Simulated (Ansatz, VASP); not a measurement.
# Se: VASP beside Ansatz

```
Se
1.0
    -1.69396    1.69396    1.69396
     1.69396   -1.69396    1.69396
     1.69396    1.69396   -1.69396
Se
1
Direct
  0.00000 0.00000 0.00000
```

Alike in both runs: task single point; functional r2SCAN; k mesh 15 × 15 × 15; occupations fermi-dirac, width 0.1 eV; no spin polarisation.

```csv
,VASP,Ansatz
version,VASP 6.6.1,Ansatz 0.2.0
potentials or method,"VASP PAW PBE potentials, release 64 (Se), cutoff 520 eV","plane waves (500 eV) with PAW, scalar-relativistic"
valence electrons in the cell,6,16
```

```csv
,VASP,Ansatz,Ansatz less VASP
pressure (GPa),3.7,3.8,+0.09
```

VASP's potentials were made for PBE, not for r2SCAN. With one functional, cell and mesh, what is left measures potentials, basis and numerics. VASP's potentials hold 6 valence electrons a cell and Ansatz's 16, so a difference there can come from the potentials and not from the codes.
